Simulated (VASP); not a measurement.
# C35N (a cell with a defect) in VASP: single point with PBE

Aim: the single point of C35N (a cell with a defect) with PBE.

Program: VASP 6.6.1. These are calculated values, not measurements. Logs are shortened: lines on timing, memory, paths and dates and some standing lists are left out, and cuts for length are marked.

**1. The cell of the first run**

The cell holds a defect, 36 atoms: a = 7.410 Å, b = 7.410 Å, c = 6.790 Å, α = 90.00°, β = 90.00°, γ = 120.00°.

**2. Single point, PBE**

INCAR

```
ALGO = Normal
EDIFF = 1E-7
ENCUT = 520
GGA = PE
ISIF = 2
ISMEAR = -1
LASPH = True
LCHARG = True
LELF = True
LREAL = Auto
LVHAR = True
LWAVE = False
NBANDS = 96
NELECT = 144.0
NELM = 100
PREC = Accurate
SIGMA = 0.01
```

KPOINTS

```
k-points
0
Gamma
  3 3 3
```

POSCAR

```
C35N
1.0
    7.4099999999      0.0000000000      0.0000000000
   -3.7050000000      6.4172482420      0.0000000000
    0.0000000000      0.0000000000      6.7900000000
C N
35 1
Direct
    0.0008644067      0.0017288134      0.0021290997
    0.0008644067      0.3324689266      0.0021290997
   -0.0003841047      0.6664746143      0.0021104527
    0.3334160244     -0.0000826911      0.0021330357
    0.3316045199      0.3324689266      0.0021290997
    0.3334160244      0.6668320489      0.0021330357
    0.6665012845     -0.0000826911      0.0021330357
    0.6668587190      0.3337174381      0.0021104527
    0.6668587190      0.6664746143      0.0021104527
   -0.0000274022     -0.0000548044      0.5029261751
   -0.0000274022      0.3333607356      0.5029261751
   -0.0000173157      0.6666580088      0.5029152641
    0.3333596978     -0.0000263645      0.5029195833
    0.3333881378      0.3333607356      0.5029261751
    0.3333596978      0.6667193957      0.5029195833
    0.6666139377     -0.0000263645      0.5029195833
    0.6666753245      0.3333506490      0.5029152641
    0.6666753245      0.6666580088      0.5029152641
    0.1116830122      0.5548192515      0.0020806663
    0.1116830122      0.8901970941      0.0020806663
    0.4431362393      0.2216503211      0.0020806663
    0.4431362393      0.5548192515      0.0020806663
    0.4444444444      0.8888888889      0.0021161063
    0.7785140818      0.2216503211      0.0020806663
    0.7777777778      0.5555555556      0.0020703251
    0.7785140818      0.8901970941      0.0020806663
    0.2222522341      0.1110810992      0.5028683266
    0.2222522341      0.4445044683      0.5028683266
    0.2222264200      0.7777798767      0.5028596067
    0.5555534567      0.1111069133      0.5028596067
    0.5556290957      0.4444812145      0.5028554610
    0.5555534567      0.7777798767      0.5028596067
    0.8888288651      0.1110810992      0.5028683266
    0.8888521188      0.4444812145      0.5028554610
    0.8888521188      0.7777042376      0.5028554610
    0.1111111111      0.2222222222      0.0021785563
```

Potentials or basis: VASP PAW PBE potentials, release 64 (C, N).

On the command line:

```sh
> cat potpaw_PBE.64/C/POTCAR potpaw_PBE.64/N/POTCAR > POTCAR
> mpirun -np 1 vasp_std > vasp.out
```

OUTCAR:

```text
EDIFF = 1E-7
   ENCUT = 520
   GGA = PE
   ISIF = 2
   ISMEAR = -1
   LASPH = True
   LREAL = Auto
   NELECT = 144.0
   NELM = 100
   PREC = Accurate

 ion  position               nearest neighbor table
   1  0.001  0.002  0.002-  36 1.41  20 1.43  26 1.43
   2  0.001  0.332  0.002-  36 1.41  24 1.43  19 1.43
   3  1.000  0.666  0.002-  25 1.42  19 1.44  20 1.44
   4  0.333  1.000  0.002-  20 1.42  21 1.42  23 1.42
   5  0.332  0.332  0.002-  36 1.41  21 1.43  22 1.43
   6  0.333  0.667  0.002-  19 1.42  22 1.42  23 1.42
[... 28 lines left out ...]
  35  0.889  0.778  0.503-  18 1.43  12 1.43  10 1.43
  36  0.111  0.222  0.002-   5 1.41   2 1.41   1 1.41

  LATTYP: Found a hexagonal cell.
 ALAT       =     7.4099999999
 C/A-ratio  =     0.9163292848

  Lattice vectors:

 A1 = (   7.4099999999,   0.0000000000,   0.0000000000)
 A2 = (  -3.7050000000,   6.4172482420,   0.0000000000)
 A3 = (   0.0000000000,   0.0000000000,   6.7900000000)

Analysis of symmetry for initial positions (statically):
=====================================================================
 Subroutine PRICEL returns:
 Original cell was already a primitive cell.

 Routine SETGRP: Setting up the symmetry group for a
 hexagonal supercell.

 Subroutine GETGRP returns: Found  6 space group operations
 (whereof  2 operations were pure point group operations)
 out of a pool of 24 trial point group operations.

The static configuration has the point symmetry C_1h.
 The point group associated with its full space group is C_3v.

Analysis of symmetry for dynamics (positions and initial velocities):
=====================================================================
 Subroutine PRICEL returns:
 Original cell was already a primitive cell.

 Routine SETGRP: Setting up the symmetry group for a
 hexagonal supercell.

 Subroutine GETGRP returns: Found  6 space group operations
 (whereof  2 operations were pure point group operations)
 out of a pool of 24 trial point group operations.

The dynamic configuration has the point symmetry C_1h.
 The point group associated with its full space group is C_3v.

 Subroutine INISYM returns: Found  6 space group operations
 (whereof  2 operations are pure point group operations),
 and found     1 'primitive' translations

----------------------------------------------------------------------------------------

                                     Primitive cell

  volume of cell :     322.8768

  direct lattice vectors                    reciprocal lattice vectors
     7.410000000  0.000000000  0.000000000     0.134952767  0.077915016  0.000000000
    -3.705000000  6.417248242  0.000000000     0.000000000  0.155830032  0.000000000
     0.000000000  0.000000000  6.790000000     0.000000000  0.000000000  0.147275405

  length of vectors
     7.410000000  7.410000000  6.790000000     0.155830032  0.155830032  0.147275405

  position of ions in fractional coordinates (direct lattice)
     0.000864407  0.001728813  0.002129100
     0.000864407  0.332468927  0.002129100
     0.999615895  0.666474614  0.002110453
     0.333416024  0.999917309  0.002133036
     0.331604520  0.332468927  0.002129100
     0.333416024  0.666832049  0.002133036
[... 28 lines left out ...]
     0.888852119  0.777704238  0.502855461
     0.111111111  0.222222222  0.002178556

  ion indices of the primitive-cell ions
   primitive index   ion index
                 1           1
                 2           2
                 3           3
                 4           4
                 5           5
                 6           6
[... 28 lines left out ...]
                35          35
                36          36

----------------------------------------------------------------------------------------

 KPOINTS: k-points

Automatic generation of k-mesh.
 Grid dimensions read from file:
 generate k-points for:    3    3    3

 Generating k-lattice:

  Cartesian coordinates                     Fractional coordinates (reciprocal lattice)
     0.044984256  0.025971672  0.000000000     0.333333333 -0.000000000  0.000000000
     0.000000000  0.051943344  0.000000000     0.000000000  0.333333333  0.000000000
     0.000000000  0.000000000  0.049091802     0.000000000  0.000000000  0.333333333

  Length of vectors
     0.051943344  0.051943344  0.049091802

  Shift w.r.t. Gamma in fractional coordinates (k-lattice)
     0.000000000  0.000000000  0.000000000

 Subroutine IBZKPT returns following result:
 ===========================================

 Found      7 irreducible k-points:

 Following reciprocal coordinates:
            Coordinates               Weight
  0.000000  0.000000  0.000000      1.000000
  0.333333  0.000000  0.000000      6.000000
  0.333333  0.333333  0.000000      2.000000
  0.000000  0.000000  0.333333      2.000000
  0.333333  0.000000  0.333333      6.000000
  0.000000  0.333333  0.333333      6.000000
  0.333333  0.333333  0.333333      4.000000
   k-points           NKPTS =      7   k-points in BZ     NKDIM =      7   number of bands    NBANDS=     96
   number of dos      NEDOS =    301   number of ions     NIONS =     36
   total plane-waves  NPLWV = 156800
   dimension x,y,z NGX =    56 NGY =   56 NGZ =   50
   dimension x,y,z NGXF=   112 NGYF=  112 NGZF=  100
   ions per type =              35   1
   NGX,Y,Z   is equivalent  to a cutoff of  12.56, 12.56, 12.24 a.u.
   NGXF,Y,Z  is equivalent  to a cutoff of  25.13, 25.13, 24.48 a.u.
 SYSTEM =  unknown system
   PREC   = accura    normal or accurate (medium, high low for compatibility)
   ISTART =      0    job   : 0-new  1-cont  2-samecut
   ICHARG =      2    charge: 1-file 2-atom 10-const
   ISPIN  =      1    spin polarized calculation?
   LNONCOLLINEAR =      F non collinear calculations
   LSORBIT =      F    spin-orbit coupling
   LASPH  =      T    aspherical Exc in radial PAW
   ENCUT  =  520.0 eV  38.22 Ry    6.18 a.u.  13.78 13.78 12.62*2*pi/ulx,y,z
   NELM   =    100;   NELMIN=  2; NELMDL= -5     # of ELM steps
   EDIFF  = 0.1E-06   stopping-criterion for ELM
   LREAL  =      T    real-space projection
   EDIFFG = 0.1E-05   stopping-criterion for IOM
   NSW    =      0    number of steps for IOM
   IBRION =     -1    ionic relax: 0-MD 1-quasi-New 2-CG
   NFREE  =      0    steps in history (QN), initial steepest desc. (CG)
   ISIF   =      2    stress and relaxation
   ISYM   =      2    0-nonsym 1-usesym 2-fastsym
   POTIM  = 0.5000    time-step for ionic-motion
   TEBEG  =    0.0;   TEEND  =   0.0 temperature during run
   PSTRESS=    0.0 pullay stress
   NELECT =     144.0000    total number of electrons
   NUPDOWN=      -1.0000    fix difference up-down
   EMIN   =  10.00;   EMAX   =-10.00  energy-range for DOS
   EFERMI =   0.00;   METHOD = LEGACY
   ISMEAR =    -1;   SIGMA  =   0.01  broadening in eV -4-tet -1-fermi 0-gaus
   EFERMI_NEDOS =   21; number of points for ismear=-14 and -15
   IALGO  =     38    algorithm
   IMIX   =      4    mixing-type and parameters
     AMIX     =   0.40;   BMIX     =  1.00
     AMIX_MAG =   1.60;   BMIX_MAG =  1.00
  volume/ion in A,a.u.               =       8.97        60.52
  Fermi-wavevector in a.u.,A,eV,Ry     =   1.250787  2.363645 21.285884  1.564468
  Thomas-Fermi vector in A             =   2.384765
   LORBIT       =      0    0 simple, 1 ext, 2 COOP (PROOUT), +10 PAW based schemes
   GGA     = PE    functional components
   LHFCALC =     F    Hartree Fock is set to
   AEXX    =    0.0000 exact exchange contribution
   IVDW    =     0    specifies the selected vdW correction
   LEPSILON=     F    determine dielectric tensor
   LRPA    =     F    only Hartree local field effects (RPA)
 non-spin polarized calculation
  energy-cutoff  :      520.00
  volume of cell :      322.88
 maximum number of plane-waves:      8719
 NGX is ok and might be reduce to    56
   NGX = 27   NGY = 27   NGZ = 25

 number of electron     144.0000000 magnetization

 Free energy of the ion-electron system (eV)
  ---------------------------------------------------
  ext. energy  EPLUGINS =         0.00000000
  ---------------------------------------------------
  free energy    TOTEN  =      -334.81029630 eV

  energy without entropy =     -334.81029617  energy(sigma->0) =     -334.81029623

 E-fermi :   4.5555     XC(G=0): -10.1851

 val. band max:        4.4276033976   @ k =   0.0000   0.0000   0.3333
 cond. band min:       4.6848908724   @ k =   0.0000   0.0000   0.0000
 fundamental gap:      0.2572874748
 Fermi energy:         4.5555227479

 k-point     1 :       0.0000    0.0000    0.0000
  band No.  band energies     occupation
      1     -17.1234      2.00000
      2     -14.7600      2.00000
      3     -14.2753      2.00000
      4     -12.8854      2.00000
      5     -12.8854      2.00000
      6     -12.4876      2.00000
[... 76 lines left out ...]
     83       9.1127      0.00000
     84       9.6888      0.00000

 k-point     2 :       0.3333    0.0000    0.0000
  band No.  band energies     occupation
      1     -17.0943      2.00000
      2     -14.5329      2.00000
      3     -14.3290      2.00000
      4     -13.6388      2.00000
      5     -13.4632      2.00000
      6     -13.2743      2.00000
[... 76 lines left out ...]
     83       9.1546      0.00000
     84      10.0099      0.00000

 k-point     3 :       0.3333    0.3333    0.0000
  band No.  band energies     occupation
      1     -17.0793      2.00000
      2     -14.2722      2.00000
      3     -14.2532      2.00000
      4     -13.8817      2.00000
      5     -13.8266      2.00000
      6     -13.8234      2.00000
[... 76 lines left out ...]
     83       8.7428      0.00000
     84       8.7976      0.00000

 k-point     4 :       0.0000    0.0000    0.3333
  band No.  band energies     occupation
      1     -17.1219      2.00000
      2     -14.7472      2.00000
      3     -14.2941      2.00000
      4     -12.8745      2.00000
      5     -12.8745      2.00000
      6     -12.4613      2.00000
[... 76 lines left out ...]
     83       9.5477      0.00000
     84       9.6863      0.00000

 k-point     5 :       0.3333    0.0000    0.3333
  band No.  band energies     occupation
      1     -17.0932      2.00000
      2     -14.4854      2.00000
      3     -14.3770      2.00000
      4     -13.6055      2.00000
      5     -13.5018      2.00000
      6     -13.2582      2.00000
[... 76 lines left out ...]
     83      10.0129      0.00000
     84      10.2273      0.00000

 k-point     6 :       0.0000    0.3333    0.3333
  band No.  band energies     occupation
      1     -17.0932      2.00000
      2     -14.4854      2.00000
      3     -14.3770      2.00000
      4     -13.6054      2.00000
      5     -13.5018      2.00000
      6     -13.2582      2.00000
[... 76 lines left out ...]
     83      10.0128      0.00000
     84      10.2272      0.00000

 k-point     7 :       0.3333    0.3333    0.3333
  band No.  band energies     occupation
      1     -17.0784      2.00000
      2     -14.2457      2.00000
      3     -14.2256      2.00000
      4     -13.8824      2.00000
      5     -13.8584      2.00000
      6     -13.8563      2.00000
[... 76 lines left out ...]
     83       8.6616      0.00000
     84       8.6869      0.00000
 [bands above 84 left out]

------------------------ aborting loop because EDIFF is reached ----------------------------------------

  FORCE on cell =-STRESS in cart. coord.  units (eV):
  Direction    XX          YY          ZZ          XY          YZ          ZX
  --------------------------------------------------------------------------------------
  -------------------------------------------------------------------------------------
  Total      -16.3949980    -16.3949980     -3.5741811      0.0000000      0.0000000      0.0000000
  in kB      -81.3551646    -81.3551646    -17.7357807      0.0000000      0.0000000      0.0000000
  external PRESSURE =     -60.1487033 kB  Pullay stress =       0.0000000 kB

 VOLUME and BASIS-vectors are now :
 -----------------------------------------------------------------------------
  energy-cutoff  :      520.00
  volume of cell :      322.88
      direct lattice vectors                 reciprocal lattice vectors
     7.410000000  0.000000000  0.000000000     0.134952767  0.077915016  0.000000000
    -3.705000000  6.417248242  0.000000000     0.000000000  0.155830032  0.000000000
     0.000000000  0.000000000  6.790000000     0.000000000  0.000000000  0.147275405

 POSITION                                       TOTAL-FORCE (eV/Angst)
 -----------------------------------------------------------------------------------
     -0.00000      0.01109      0.01446        -0.000000      0.005779      0.001621
     -1.22539      2.13354      0.01446         0.005005     -0.002889      0.001621
      4.93787      4.27693      0.01433        -0.008184     -0.004725     -0.005192
     -1.23408      6.41672      0.01448        -0.018333      0.010584     -0.005656
      1.22539      2.13354      0.01446        -0.005005     -0.002889      0.001621
     -0.00000      4.27923      0.01448         0.000000     -0.021169     -0.005656
[... 28 lines left out ...]
      3.70500      4.99072      3.41439        -0.000000      0.000278      0.007361
     -0.00000      1.42606      0.01479        -0.000000     -0.000000     -0.001732
 -----------------------------------------------------------------------------------
    total drift:                                0.000002     -0.000004     -0.009267

  FREE ENERGIE OF THE ION-ELECTRON SYSTEM (eV)
  ---------------------------------------------------
  free  energy   TOTEN  =      -334.8102962966 eV

  energy  without entropy=     -334.8102961725  energy(sigma->0) =     -334.81029623
```

Wall time 4.8 min (1 thread of Intel Xeon Platinum 8259CL at 2.50GHz (Skylake/Cascade Lake), shared host); peak memory 0.44 GiB.

Results:

- Free energy: -334.8103 eV
- Largest force: 0.022 eV/Å

Forces on the atoms (eV/Å):
```
C    0.000  0.006  0.002
C    0.005 -0.003  0.002
C   -0.008 -0.005 -0.005
C   -0.018  0.011 -0.006
C   -0.005 -0.003  0.002
C    0.000 -0.021 -0.006
C    0.018  0.011 -0.006
C    0.000  0.009 -0.005
C    0.008 -0.005 -0.005
C    0.000  0.001 -0.007
C    0.001  0.000 -0.007
C    0.005  0.003 -0.012
C    0.002 -0.001 -0.011
C   -0.001  0.000 -0.007
C    0.000  0.002 -0.011
C   -0.002 -0.001 -0.011
C    0.000 -0.006 -0.012
C   -0.005  0.003 -0.012
C   -0.003  0.013  0.008
C    0.010 -0.009  0.008
C    0.013 -0.004  0.008
C    0.003  0.013  0.008
C    0.000  0.000  0.011
C   -0.013 -0.004  0.008
C    0.000  0.000  0.006
C   -0.010 -0.009  0.008
C   -0.002  0.001  0.004
C    0.000 -0.002  0.004
C   -0.004 -0.002  0.008
C    0.000  0.005  0.008
C    0.000  0.000  0.007
C    0.004 -0.002  0.008
C    0.002  0.001  0.004
C    0.000  0.000  0.007
C    0.000  0.000  0.007
N    0.000  0.000 -0.002
```

Levels at points of the mesh, in eV from the Fermi level:
```csv
k point,band 68,band 69,band 70,band 71,band 72,band 73,band 74,band 75,band 76,band 77
"(0.00, 0.00, 0.00)",-2.87,-0.95,-0.68,-0.68,-0.15,0.13,0.13,0.63,0.63,3.46
```

Caveat: the cell carries a net charge on a neutralising background, which shifts energy and pressure; the cell is charged against a uniform background, so pressure and absolute levels hang on convention.
